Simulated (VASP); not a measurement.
# ZnO (P6_3mc) in VASP: single point with PBE

Aim: the single point of ZnO with PBE.

Everything below comes from runs of VASP 6.6.1. Logs are shortened: lines on timing, memory, paths and dates and some standing lists are left out, and cuts for length are marked.

**1. The cell of the first run**

The structure is hexagonal, space group P6_3mc (No. 186). The conventional cell has a = 3.213 Å, b = 3.213 Å, c = 5.185 Å, α = 90.00°, β = 90.00°, γ = 120.00°. Within 2.6 Å of Zn (site symmetry 3m) lie 4 O at 1.96 to 1.97 Å. Within 2.6 Å of O (site symmetry 3m) lie 4 Zn at 1.96 to 1.97 Å.

**2. Single point, PBE (11.59 Å³/atom)**

INCAR reads:

```
PREC = Accurate
ENCUT = 910
EDIFF = 1E-6
ISMEAR = 0
SIGMA = 0.02
LREAL = F
LASPH = T
NELM = 120
ALGO = Normal
ISIF = 2
LWAVE = F
LCHARG = F
GGA = PE
NBANDS = 26
GGA_COMPAT = F
```

KPOINTS reads:

```
regular mesh
0
Gamma
  9 9 6
```

POSCAR reads:

```
ZnO
1.0
    3.2125389491      0.0000000000      0.0000000000
   -1.6062694745      2.7821403406      0.0000000000
    0.0000000000      0.0000000000      5.1852176653
Zn O
2 2
Direct
    0.3333333333      0.6666666667      0.4999685893
    0.6666666667      0.3333333333     -0.0000314107
    0.6666666667      0.3333333333      0.3790414107
    0.3333333333      0.6666666667      0.8790414107
```

Potentials or basis: VASP PAW PBE potentials, release 64 (Zn, O_h).

Launch:

```
cat potpaw_PBE.64/Zn/POTCAR potpaw_PBE.64/O_h/POTCAR > POTCAR
mpirun -np 1 vasp_std > vasp.out
```

OUTCAR:

```text
PREC = Accurate
   ENCUT = 910
   EDIFF = 1E-6
   ISMEAR = 0
   LREAL = F
   LASPH = T
   NELM = 120
   ISIF = 2
   GGA = PE

 ion  position               nearest neighbor table
   1  0.333  0.667  0.500-   3 1.96   3 1.96   3 1.96   4 1.97
   2  0.667  0.333  1.000-   4 1.96   4 1.96   4 1.96   3 1.97
   3  0.667  0.333  0.379-   1 1.96   1 1.96   1 1.96   2 1.97
   4  0.333  0.667  0.879-   2 1.96   2 1.96   2 1.96   1 1.97

  LATTYP: Found a hexagonal cell.
 ALAT       =     3.2125389491
 C/A-ratio  =     1.6140559686

  Lattice vectors:

 A1 = (   3.2125389491,   0.0000000000,   0.0000000000)
 A2 = (  -1.6062694745,   2.7821403406,   0.0000000000)
 A3 = (   0.0000000000,   0.0000000000,   5.1852176653)

Analysis of symmetry for initial positions (statically):
=====================================================================
 Subroutine PRICEL returns:
 Original cell was already a primitive cell.

 Routine SETGRP: Setting up the symmetry group for a
 hexagonal supercell.

 Subroutine GETGRP returns: Found 12 space group operations
 (whereof  6 operations were pure point group operations)
 out of a pool of 24 trial point group operations.

The static configuration has the point symmetry C_3v.
 The point group associated with its full space group is C_6v.

Analysis of symmetry for dynamics (positions and initial velocities):
=====================================================================
 Subroutine PRICEL returns:
 Original cell was already a primitive cell.

 Routine SETGRP: Setting up the symmetry group for a
 hexagonal supercell.

 Subroutine GETGRP returns: Found 12 space group operations
 (whereof  6 operations were pure point group operations)
 out of a pool of 24 trial point group operations.

The dynamic configuration has the point symmetry C_3v.
 The point group associated with its full space group is C_6v.

 Subroutine INISYM returns: Found 12 space group operations
 (whereof  6 operations are pure point group operations),
 and found     1 'primitive' translations

----------------------------------------------------------------------------------------

                                     Primitive cell

  volume of cell :      46.3441

  direct lattice vectors                    reciprocal lattice vectors
     3.212538949  0.000000000  0.000000000     0.311280273  0.179717749  0.000000000
    -1.606269474  2.782140341  0.000000000     0.000000000  0.359435498  0.000000000
     0.000000000  0.000000000  5.185217665     0.000000000  0.000000000  0.192855935

  length of vectors
     3.212538949  3.212538949  5.185217665     0.359435498  0.359435498  0.192855935

  position of ions in fractional coordinates (direct lattice)
     0.333333333  0.666666667  0.499968589
     0.666666667  0.333333333  0.999968589
     0.666666667  0.333333333  0.379041411
     0.333333333  0.666666667  0.879041411

  ion indices of the primitive-cell ions
   primitive index   ion index
                 1           1
                 2           2
                 3           3
                 4           4

----------------------------------------------------------------------------------------

 KPOINTS: regular mesh

Automatic generation of k-mesh.
 Grid dimensions read from file:
 generate k-points for:    9    9    6

 Generating k-lattice:

  Cartesian coordinates                     Fractional coordinates (reciprocal lattice)
     0.034586697  0.019968639  0.000000000     0.111111111 -0.000000000  0.000000000
     0.000000000  0.039937278  0.000000000     0.000000000  0.111111111  0.000000000
     0.000000000  0.000000000  0.032142656     0.000000000  0.000000000  0.166666667

  Length of vectors
     0.039937278  0.039937278  0.032142656

  Shift w.r.t. Gamma in fractional coordinates (k-lattice)
     0.000000000  0.000000000  0.000000000

 Subroutine IBZKPT returns following result:
 ===========================================

 Found     48 irreducible k-points:

 Following reciprocal coordinates:
            Coordinates               Weight
  0.000000  0.000000  0.000000      1.000000
  0.111111  0.000000  0.000000      6.000000
  0.222222  0.000000  0.000000      6.000000
  0.333333  0.000000  0.000000      6.000000
  0.444444  0.000000  0.000000      6.000000
  0.111111  0.111111  0.000000      6.000000
[... 16 lines left out ...]
  0.333333  0.222222  0.166667     24.000000
  0.333333  0.333333  0.166667      4.000000
 [... further k-points ...]
   k-points           NKPTS =     48   k-points in BZ     NKDIM =     48   number of bands    NBANDS=     26
   number of dos      NEDOS =    301   number of ions     NIONS =      4
   total plane-waves  NPLWV =  55296
   dimension x,y,z NGX =    32 NGY =   32 NGZ =   54
   dimension x,y,z NGXF=    64 NGYF=   64 NGZF=  108
   ions per type =               2   2
   NGX,Y,Z   is equivalent  to a cutoff of  16.56, 16.56, 17.31 a.u.
   NGXF,Y,Z  is equivalent  to a cutoff of  33.12, 33.12, 34.63 a.u.
 SYSTEM =  unknown system
   PREC   = accura    normal or accurate (medium, high low for compatibility)
   ISTART =      0    job   : 0-new  1-cont  2-samecut
   ICHARG =      2    charge: 1-file 2-atom 10-const
   ISPIN  =      1    spin polarized calculation?
   LNONCOLLINEAR =      F non collinear calculations
   LSORBIT =      F    spin-orbit coupling
   LASPH  =      T    aspherical Exc in radial PAW
   ENCUT  =  910.0 eV  66.88 Ry    8.18 a.u.   7.90  7.90 12.75*2*pi/ulx,y,z
   NELM   =    120;   NELMIN=  2; NELMDL= -5     # of ELM steps
   EDIFF  = 0.1E-05   stopping-criterion for ELM
   LREAL  =      F    real-space projection
   EDIFFG = 0.1E-04   stopping-criterion for IOM
   NSW    =      0    number of steps for IOM
   IBRION =     -1    ionic relax: 0-MD 1-quasi-New 2-CG
   NFREE  =      0    steps in history (QN), initial steepest desc. (CG)
   ISIF   =      2    stress and relaxation
   ISYM   =      2    0-nonsym 1-usesym 2-fastsym
   POTIM  = 0.5000    time-step for ionic-motion
   TEBEG  =    0.0;   TEEND  =   0.0 temperature during run
   PSTRESS=    0.0 pullay stress
   NELECT =      36.0000    total number of electrons
   NUPDOWN=      -1.0000    fix difference up-down
   EMIN   =  10.00;   EMAX   =-10.00  energy-range for DOS
   EFERMI =   0.00;   METHOD = LEGACY
   ISMEAR =     0;   SIGMA  =   0.02  broadening in eV -4-tet -1-fermi 0-gaus
   EFERMI_NEDOS =   21; number of points for ismear=-14 and -15
   IALGO  =     38    algorithm
   IMIX   =      4    mixing-type and parameters
     AMIX     =   0.40;   BMIX     =  1.00
     AMIX_MAG =   1.60;   BMIX_MAG =  1.00
  volume/ion in A,a.u.               =      11.59        78.19
  Fermi-wavevector in a.u.,A,eV,Ry     =   1.504911  2.843870 30.813897  2.264758
  Thomas-Fermi vector in A             =   2.615829
   LORBIT       =      0    0 simple, 1 ext, 2 COOP (PROOUT), +10 PAW based schemes
   GGA     = PE    functional components
   LHFCALC =     F    Hartree Fock is set to
   AEXX    =    0.0000 exact exchange contribution
   IVDW    =     0    specifies the selected vdW correction
   LEPSILON=     F    determine dielectric tensor
   LRPA    =     F    only Hartree local field effects (RPA)
 non-spin polarized calculation
 Gauss-broadening in eV      SIGMA  =   0.02
  energy-cutoff  :      910.00
  volume of cell :       46.34
 maximum number of plane-waves:      2910
 NGX is ok and might be reduce to    32
   NGX = 15   NGY = 15   NGZ = 25

 number of electron      35.9999998 magnetization

 Free energy of the ion-electron system (eV)
  ---------------------------------------------------
  ext. energy  EPLUGINS =         0.00000000
  ---------------------------------------------------
  free energy    TOTEN  =       -17.77261619 eV

  energy without entropy =      -17.77261619  energy(sigma->0) =      -17.77261619

 E-fermi :   1.9192     XC(G=0): -11.0585

 val. band max:        1.7861138676   @ k =   0.0000   0.0000   0.0000
 cond. band min:       2.6059002561   @ k =   0.0000   0.0000   0.0000
 fundamental gap:      0.8197863885
 Fermi energy:         1.9192055923

 k-point     1 :       0.0000    0.0000    0.0000
  band No.  band energies     occupation
      1     -16.5306      2.00000
      2     -15.7698      2.00000
      3      -4.0763      2.00000
      4      -4.0488      2.00000
      5      -4.0488      2.00000
      6      -4.0015      2.00000
[... 18 lines left out ...]
     25      16.1414      0.00000
     26      16.1414      0.00000

 k-point     2 :       0.1111    0.0000    0.0000
  band No.  band energies     occupation
      1     -16.4593      2.00000
      2     -15.7380      2.00000
      3      -4.1371      2.00000
      4      -4.0081      2.00000
      5      -3.9717      2.00000
      6      -3.9588      2.00000
[... 18 lines left out ...]
     25      16.1101      0.00000
     26      16.2906      0.00000

 k-point     3 :       0.2222    0.0000    0.0000
  band No.  band energies     occupation
      1     -16.2689      2.00000
      2     -15.6617      2.00000
      3      -4.3023      2.00000
      4      -3.9589      2.00000
      5      -3.9127      2.00000
      6      -3.8161      2.00000
[... 18 lines left out ...]
     25      15.4074      0.00000
     26      16.2476      0.00000

 k-point     4 :       0.3333    0.0000    0.0000
  band No.  band energies     occupation
      1     -16.0267      2.00000
      2     -15.5904      2.00000
      3      -4.3967      2.00000
      4      -4.0225      2.00000
      5      -3.8257      2.00000
      6      -3.6331      2.00000
[... 18 lines left out ...]
     25      15.3553      0.00000
     26      16.0868      0.00000
[... 496 lines left out ...]
      1     -15.8851      2.00000
      2     -15.5904      2.00000
      3      -4.2236      2.00000
      4      -4.1334      2.00000
      5      -3.7465      2.00000
      6      -3.7018      2.00000
[... 18 lines left out ...]
     25      13.8275      0.00000
     26      17.1255      0.00000

 k-point    23 :       0.3333    0.2222    0.1667
  band No.  band energies     occupation
      1     -15.7292      2.00000
      2     -15.5841      2.00000
      3      -4.1556      2.00000
      4      -3.9574      2.00000
      5      -3.7759      2.00000
      6      -3.5822      2.00000
[... 18 lines left out ...]
     25      14.6244      0.00000
     26      16.1916      0.00000

 k-point    24 :       0.3333    0.3333    0.1667
  band No.  band energies     occupation
      1     -15.6290      2.00000
      2     -15.6290      2.00000
      3      -4.0800      2.00000
      4      -3.8049      2.00000
      5      -3.8049      2.00000
      6      -3.4715      2.00000
[... 18 lines left out ...]
     25      15.3038      0.00000
     26      16.4165      0.00000

 [... further k-points ...]

------------------------ aborting loop because EDIFF is reached ----------------------------------------

  FORCE on cell =-STRESS in cart. coord.  units (eV):
  Direction    XX          YY          ZZ          XY          YZ          ZX
  --------------------------------------------------------------------------------------
  -------------------------------------------------------------------------------------
  Total        2.9037813      2.9037813      2.8793522      0.0000000      0.0000000      0.0000000
  in kB      100.3875971    100.3875971     99.5430508      0.0000000      0.0000000      0.0000000
  external PRESSURE =     100.1060817 kB  Pullay stress =       0.0000000 kB

 VOLUME and BASIS-vectors are now :
 -----------------------------------------------------------------------------
  energy-cutoff  :      910.00
  volume of cell :       46.34
      direct lattice vectors                 reciprocal lattice vectors
     3.212538949  0.000000000  0.000000000     0.311280273  0.179717749  0.000000000
    -1.606269474  2.782140341  0.000000000     0.000000000  0.359435498  0.000000000
     0.000000000  0.000000000  5.185217665     0.000000000  0.000000000  0.192855935

 POSITION                                       TOTAL-FORCE (eV/Angst)
 -----------------------------------------------------------------------------------
     -0.00000      1.85476      2.59245        -0.000000     -0.000000      0.003869
      1.60627      0.92738      5.18505         0.000000      0.000000      0.003869
      1.60627      0.92738      1.96541        -0.000000      0.000000     -0.003869
     -0.00000      1.85476      4.55802         0.000000     -0.000000     -0.003869
 -----------------------------------------------------------------------------------
    total drift:                               -0.000000     -0.000000     -0.000814

  FREE ENERGIE OF THE ION-ELECTRON SYSTEM (eV)
  ---------------------------------------------------
  free  energy   TOTEN  =       -17.7726161911 eV

  energy  without entropy=      -17.7726161911  energy(sigma->0) =      -17.77261619
```

It took 73 s on 1 thread of AMD EPYC 9R45 (Zen 5), shared host; peak memory 0.26 GiB.

Results:

```
Free energy            : -17.7726 eV
Pressure               : 10.0 GPa
Largest force          : 0.004 eV/Å
Band gap on the k mesh : 0.82 eV
```

Forces on the atoms (eV/Å):
```
Zn   0.000  0.000  0.004
Zn   0.000  0.000  0.004
O    0.000  0.000 -0.004
O    0.000  0.000 -0.004
```

Stress tensor (GPa, compression positive):
```
10.04  0.00  0.00
 0.00 10.04  0.00
 0.00  0.00  9.95
```

Caveat: the cutoff is under 1.25 times the usual one of these potentials, so pressure, stress and relaxed cells hold a basis-set (Pulay) error; the cell stands under pressure.
